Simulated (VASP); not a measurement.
# SiC3 (P-4m2) in VASP: single point with HSE06

Aim: the single point of SiC3 with HSE06.

Everything below comes from runs of VASP 6.6.1. Logs are shortened: lines on timing, memory, paths and dates and some standing lists are left out, and cuts for length are marked.

### 1 The cell of the first run

It takes space group P-4m2 (No. 115, tetragonal). Conventional cell: a = 2.796 Å, b = 2.796 Å, c = 4.090 Å, α = 90.00°, β = 90.00°, γ = 90.00°. Within 2.2 Å of C (site symmetry 2mm) lie 2 C at 1.65 Å and 2 Si at 1.82 Å. C (site symmetry -4m2) has 4 C at 1.65 Å within 2.2 Å. Si (site symmetry -4m2) has 4 C at 1.82 Å within 2.4 Å.

### 2 Single point, HSE06

POSCAR

```
SiC3
1.0
    2.7964006874      0.0000000000      0.0000000000
    0.0000000000      2.7964006874      0.0000000000
    0.0000000000      0.0000000000      4.0900436006
C Si
3 1
Direct
    0.5000000000      0.0000000000      0.7862689761
    0.5000000000      0.5000000000      0.0000000000
    0.0000000000      0.5000000000      0.2137310239
    0.0000000000      0.0000000000      0.5000000000
```

INCAR.step1

```
SYSTEM = SiC3
PREC = Accurate ; ENCUT = 520
EDIFF = 1E-5 ; ISMEAR = 0
SIGMA = 0.01 ; LREAL = .FALSE.
LASPH = .TRUE. ; NELM = 60
ALGO = Normal ; ISIF = 2
LWAVE = .TRUE. ; LCHARG = .FALSE.
NBANDS = 16 ; GGA = PE
```

INCAR.step2

```
SYSTEM = SiC3
PREC = Accurate ; ENCUT = 520
EDIFF = 1E-6 ; ISMEAR = 0
SIGMA = 0.01 ; LREAL = .FALSE.
LASPH = .TRUE. ; NELM = 60
ALGO = Normal ; ISIF = 2
LWAVE = .FALSE. ; LCHARG = .FALSE.
GGA = PE ; LHFCALC = .TRUE.
HFSCREEN = 0.2079 ; PRECFOCK = Normal
NBANDS = 16 ; ISTART = 1
```

KPOINTS

```
Automatic mesh
0
G
  6 6 4
  0 0 0
```

Potentials or basis: VASP PAW PBE potentials, release 64 (C, Si).

Command:

```sh
> cat potpaw_PBE.64/C/POTCAR potpaw_PBE.64/Si/POTCAR > POTCAR
> cp INCAR.step1 INCAR
> mpirun -np 1 vasp_std > vasp.out
> cp INCAR.step2 INCAR
> mpirun -np 1 vasp_std > vasp.out
```

OUTCAR:

```text
SYSTEM = SiC3
   PREC = Accurate
   ENCUT = 520
   EDIFF = 1E-6
   ISMEAR = 0
   LREAL = .FALSE.
   LASPH = .TRUE.
   NELM = 60
   ISIF = 2
   GGA = PE
   LHFCALC = .TRUE.
   HFSCREEN = 0.2079
   PRECFOCK = Normal
   ISTART = 1

 ion  position               nearest neighbor table
   1  0.500  0.000  0.786-   2 1.65   2 1.65   4 1.82   4 1.82
   2  0.500  0.500  0.000-   1 1.65   3 1.65   1 1.65   3 1.65
   3  0.000  0.500  0.214-   2 1.65   2 1.65   4 1.82   4 1.82
   4  0.000  0.000  0.500-   1 1.82   3 1.82   3 1.82   1 1.82

  LATTYP: Found a simple tetragonal cell.
 ALAT       =     2.7964006874
 C/A-ratio  =     1.4626099969

  Lattice vectors:

 A1 = (   2.7964006874,   0.0000000000,   0.0000000000)
 A2 = (   0.0000000000,   2.7964006874,   0.0000000000)
 A3 = (   0.0000000000,   0.0000000000,   4.0900436006)

Analysis of symmetry for initial positions (statically):
=====================================================================
 Subroutine PRICEL returns:
 Original cell was already a primitive cell.

 Routine SETGRP: Setting up the symmetry group for a
 simple tetragonal supercell.

 Subroutine GETGRP returns: Found  8 space group operations
 (whereof  8 operations were pure point group operations)
 out of a pool of 16 trial point group operations.

The static configuration has the point symmetry D_2d.

Analysis of symmetry for dynamics (positions and initial velocities):
=====================================================================
 Subroutine PRICEL returns:
 Original cell was already a primitive cell.

 Routine SETGRP: Setting up the symmetry group for a
 simple tetragonal supercell.

 Subroutine GETGRP returns: Found  8 space group operations
 (whereof  8 operations were pure point group operations)
 out of a pool of 16 trial point group operations.

The dynamic configuration has the point symmetry D_2d.

 Subroutine INISYM returns: Found  8 space group operations
 (whereof  8 operations are pure point group operations),
 and found     1 'primitive' translations

----------------------------------------------------------------------------------------

                                     Primitive cell

  volume of cell :      31.9836

  direct lattice vectors                    reciprocal lattice vectors
     2.796400687  0.000000000  0.000000000     0.357602544  0.000000000  0.000000000
     0.000000000  2.796400687  0.000000000     0.000000000  0.357602544  0.000000000
     0.000000000  0.000000000  4.090043601     0.000000000  0.000000000  0.244496171

  length of vectors
     2.796400687  2.796400687  4.090043601     0.357602544  0.357602544  0.244496171

  position of ions in fractional coordinates (direct lattice)
     0.500000000  0.000000000  0.786268976
     0.500000000  0.500000000  0.000000000
     0.000000000  0.500000000  0.213731024
     0.000000000  0.000000000  0.500000000

  ion indices of the primitive-cell ions
   primitive index   ion index
                 1           1
                 2           2
                 3           3
                 4           4

----------------------------------------------------------------------------------------

 KPOINTS: Automatic mesh

Automatic generation of k-mesh.
 Grid dimensions read from file:
 generate k-points for:    6    6    4

 Generating k-lattice:

  Cartesian coordinates                     Fractional coordinates (reciprocal lattice)
     0.059600424  0.000000000  0.000000000     0.166666667  0.000000000  0.000000000
     0.000000000  0.059600424  0.000000000     0.000000000  0.166666667  0.000000000
     0.000000000  0.000000000  0.061124043     0.000000000  0.000000000  0.250000000

  Length of vectors
     0.059600424  0.059600424  0.061124043

  Shift w.r.t. Gamma in fractional coordinates (k-lattice)
     0.000000000  0.000000000  0.000000000

 Subroutine IBZKPT returns following result:
 ===========================================

 Found     30 irreducible k-points:

 Following reciprocal coordinates:
            Coordinates               Weight
  0.000000  0.000000  0.000000      1.000000
  0.166667  0.000000  0.000000      4.000000
  0.333333  0.000000  0.000000      4.000000
  0.500000  0.000000  0.000000      2.000000
  0.166667  0.166667  0.000000      4.000000
  0.333333  0.166667  0.000000      8.000000
[... 16 lines left out ...]
  0.333333  0.000000  0.500000      4.000000
  0.500000  0.000000  0.500000      2.000000
 [... further k-points ...]
   k-points           NKPTS =     30   k-points in BZ     NKDIM =    144   number of bands    NBANDS=     16
   number of dos      NEDOS =    301   number of ions     NIONS =      4
   total plane-waves  NPLWV =  17280
   dimension x,y,z NGX =    24 NGY =   24 NGZ =   30
   dimension x,y,z NGXF=    48 NGYF=   48 NGZF=   60
   ions per type =               3   1
   NGX,Y,Z   is equivalent  to a cutoff of  14.27, 14.27, 12.19 a.u.
   NGXF,Y,Z  is equivalent  to a cutoff of  28.54, 28.54, 24.39 a.u.
 SYSTEM =  SiC3
   PREC   = accura    normal or accurate (medium, high low for compatibility)
   ISTART =      1    job   : 0-new  1-cont  2-samecut
   ICHARG =      0    charge: 1-file 2-atom 10-const
   ISPIN  =      1    spin polarized calculation?
   LNONCOLLINEAR =      F non collinear calculations
   LSORBIT =      F    spin-orbit coupling
   LASPH  =      T    aspherical Exc in radial PAW
   ENCUT  =  520.0 eV  38.22 Ry    6.18 a.u.   5.20  5.20  7.60*2*pi/ulx,y,z
   NELM   =     60;   NELMIN=  2; NELMDL=  0     # of ELM steps
   EDIFF  = 0.1E-05   stopping-criterion for ELM
   LREAL  =      F    real-space projection
   EDIFFG = 0.1E-04   stopping-criterion for IOM
   NSW    =      0    number of steps for IOM
   IBRION =     -1    ionic relax: 0-MD 1-quasi-New 2-CG
   NFREE  =      0    steps in history (QN), initial steepest desc. (CG)
   ISIF   =      2    stress and relaxation
   ISYM   =      3    0-nonsym 1-usesym 2-fastsym
   POTIM  = 0.5000    time-step for ionic-motion
   TEBEG  =    0.0;   TEEND  =   0.0 temperature during run
   PSTRESS=    0.0 pullay stress
   NELECT =      16.0000    total number of electrons
   NUPDOWN=      -1.0000    fix difference up-down
   EMIN   =  10.00;   EMAX   =-10.00  energy-range for DOS
   EFERMI =   0.00;   METHOD = LEGACY
   ISMEAR =     0;   SIGMA  =   0.01  broadening in eV -4-tet -1-fermi 0-gaus
   EFERMI_NEDOS =   21; number of points for ismear=-14 and -15
   IALGO  =     38    algorithm
   IMIX   =      1    mixing-type and parameters
     AMIX     =   0.40;   BMIX     =  1.00
     AMIX_MAG =   1.60;   BMIX_MAG =  1.00
  volume/ion in A,a.u.               =       8.00        53.96
  Fermi-wavevector in a.u.,A,eV,Ry     =   1.299589  2.455866 22.979297  1.688931
  Thomas-Fermi vector in A             =   2.430843
   LORBIT       =      0    0 simple, 1 ext, 2 COOP (PROOUT), +10 PAW based schemes
   GGA     = PE    functional components
   LHFCALC =     T    Hartree Fock is set to
   PRECFOCK=normal    Normal, Fast or Accurate (Low or Medium for compatibility)
   ENCUT4O =  -1.0   cutoff for four orbital integrals eV
   NKREDX  =     1    reduce k-point grid by
   NKREDY  =     1    reduce k-point grid by
   NKREDZ  =     1    reduce k-point grid by
   AEXX    =    0.2500 exact exchange contribution
   HFSCREEN=    0.2079 screening length (either q_TF or 0.3 A-1)
   HFSCREENC=   0.2079 screening length for correlation (either q_TF or 0.3 A-1)
   ENCUTFOCK=  -1.0 apply spherical cutoff to Coloumb kernel
   IVDW    =     0    specifies the selected vdW correction
   LEPSILON=     F    determine dielectric tensor
   LRPA    =     F    only Hartree local field effects (RPA)
 non-spin polarized calculation
 Gauss-broadening in eV      SIGMA  =   0.01
  energy-cutoff  :      520.00
  volume of cell :       31.98
 maximum number of plane-waves:       888
 NGX is ok and might be reduce to    24
  NGX = 16; NGY = 16; NGZ = 24

 number of electron      16.0000000 magnetization

 Free energy of the ion-electron system (eV)
  ---------------------------------------------------
  ext. energy  EPLUGINS =         0.00000000
  ---------------------------------------------------
  free energy    TOTEN  =       -36.15490047 eV

  energy without entropy =      -36.15490047  energy(sigma->0) =      -36.15490047

 E-fermi :   8.8746     XC(G=0):  -9.9351

 val. band max:        8.8303343515   @ k =   0.0000   0.0000   0.0000
 cond. band min:      11.4393805863   @ k =   0.5000   0.5000   0.0000
 fundamental gap:      2.6090462348
 Fermi energy:         8.8746073493

 k-point     1 :       0.0000    0.0000    0.0000
  band No.  band energies     occupation
      1     -11.6814      2.00000
      2      -4.5013      2.00000
      3      -3.0142      2.00000
      4       2.9637      2.00000
      5       2.9637      2.00000
      6       8.1803      2.00000
[... 8 lines left out ...]
     15      24.0319      0.00000
     16      25.6187      0.00000

 k-point     2 :       0.1667    0.0000    0.0000
  band No.  band energies     occupation
      1     -11.2280      2.00000
      2      -4.3380      2.00000
      3      -2.7087      2.00000
      4       1.1759      2.00000
      5       3.2776      2.00000
      6       6.7149      2.00000
[... 8 lines left out ...]
     15      24.6309      0.00000
     16      24.6348      0.00000

 k-point     3 :       0.3333    0.0000    0.0000
  band No.  band energies     occupation
      1      -9.9142      2.00000
      2      -5.0752      2.00000
      3      -1.9403      2.00000
      4       0.1348      2.00000
      5       3.5773      2.00000
      6       4.0626      2.00000
[... 8 lines left out ...]
     15      22.4777      0.00000
     16      23.8890      0.00000

 k-point     4 :       0.5000    0.0000    0.0000
  band No.  band energies     occupation
      1      -8.4134      2.00000
      2      -6.8410      2.00000
      3      -0.9610      2.00000
      4       1.4318      2.00000
      5       1.7742      2.00000
      6       2.1403      2.00000
[... 8 lines left out ...]
     15      21.9061      0.00000
     16      23.2866      0.00000

 k-point     5 :       0.1667    0.1667    0.0000
  band No.  band energies     occupation
      1     -10.7769      2.00000
      2      -4.1263      2.00000
      3      -2.4663      2.00000
      4       1.4906      2.00000
      5       1.5769      2.00000
      6       6.3261      2.00000
[... 8 lines left out ...]
     15      23.4290      0.00000
     16      23.5237      0.00000

 k-point     6 :       0.3333    0.1667    0.0000
  band No.  band energies     occupation
      1      -9.4709      2.00000
      2      -4.6964      2.00000
      3      -1.9011      2.00000
      4       0.5113      2.00000
      5       2.4529      2.00000
      6       3.5927      2.00000
[... 8 lines left out ...]
     15      20.7666      0.00000
     16      22.6280      0.00000
[... 267 lines left out ...]
 k-point    21 :       0.0000    0.0000    0.5000
  band No.  band energies     occupation
      1     -10.5351      2.00000
      2      -8.5186      2.00000
      3       2.9332      2.00000
      4       3.4898      2.00000
      5       3.4898      2.00000
      6       4.4826      2.00000
[... 8 lines left out ...]
     15      20.9390      0.00000
     16      23.0374      0.00000

 k-point    22 :       0.1667    0.0000    0.5000
  band No.  band energies     occupation
      1     -10.1168      2.00000
      2      -8.0651      2.00000
      3       0.8022      2.00000
      4       2.4553      2.00000
      5       3.7534      2.00000
      6       4.9469      2.00000
[... 8 lines left out ...]
     15      20.9755      0.00000
     16      22.2634      0.00000

 k-point    23 :       0.3333    0.0000    0.5000
  band No.  band energies     occupation
      1      -8.9468      2.00000
      2      -6.8316      2.00000
      3      -2.3511      2.00000
      4      -0.4710      2.00000
      5       4.3651      2.00000
      6       5.4945      2.00000
[... 8 lines left out ...]
     15      20.9859      0.00000
     16      22.8619      0.00000

 k-point    24 :       0.5000    0.0000    0.5000
  band No.  band energies     occupation
      1      -7.8646      2.00000
      2      -5.9951      2.00000
      3      -3.5651      2.00000
      4      -2.6889      2.00000
      5       4.7329      2.00000
      6       5.9669      2.00000
[... 8 lines left out ...]
     15      21.8159      0.00000
     16      23.1618      0.00000

 [... further k-points ...]

------------------------ aborting loop because EDIFF is reached ----------------------------------------

  FORCE on cell =-STRESS in cart. coord.  units (eV):
  Direction    XX          YY          ZZ          XY          YZ          ZX
  --------------------------------------------------------------------------------------
  -------------------------------------------------------------------------------------
  Total       -0.6680441     -0.6680441     -0.7222070      0.0000000     -0.0000000      0.0000000
  in kB      -33.4648567    -33.4648567    -36.1780826      0.0000000     -0.0000000      0.0000000
  external PRESSURE =     -34.3692654 kB  Pullay stress =       0.0000000 kB

 VOLUME and BASIS-vectors are now :
 -----------------------------------------------------------------------------
  energy-cutoff  :      520.00
  volume of cell :       31.98
      direct lattice vectors                 reciprocal lattice vectors
     2.796400687  0.000000000  0.000000000     0.357602544  0.000000000  0.000000000
     0.000000000  2.796400687  0.000000000     0.000000000  0.357602544  0.000000000
     0.000000000  0.000000000  4.090043601     0.000000000  0.000000000  0.244496171

 POSITION                                       TOTAL-FORCE (eV/Angst)
 -----------------------------------------------------------------------------------
      1.39820      0.00000      3.21587         0.000000     -0.000000      0.247918
      1.39820      1.39820      0.00000         0.000000      0.000000     -0.000000
      0.00000      1.39820      0.87417         0.000000      0.000000     -0.247918
      0.00000      0.00000      2.04502         0.000000      0.000000     -0.000000
 -----------------------------------------------------------------------------------
    total drift:                               -0.000037      0.000041     -0.000009

  FREE ENERGIE OF THE ION-ELECTRON SYSTEM (eV)
  ---------------------------------------------------
  free  energy   TOTEN  =       -36.1549004706 eV

  energy  without entropy=      -36.1549004706  energy(sigma->0) =      -36.15490047
```

Wall time 53 min (1 thread of AMD EPYC 7R43 (Zen 3), shared host); peak memory 0.22 GiB.

What came out:

```
Free energy            : -36.1549 eV
Pressure               : -3.4 GPa
Largest force          : 0.248 eV/Å
Band gap on the k mesh : 2.61 eV (least direct gap 2.89 eV)
```

Forces in eV/Å, atoms in the order of the input:
```
C    0.000  0.000  0.248
C    0.000  0.000  0.000
C    0.000  0.000 -0.248
Si   0.000  0.000  0.000
```

Caveat: the cell stands under tension; the PAW data sets were made with another functional, which shifts forces and pressure a little. A k mesh can miss the band edges.
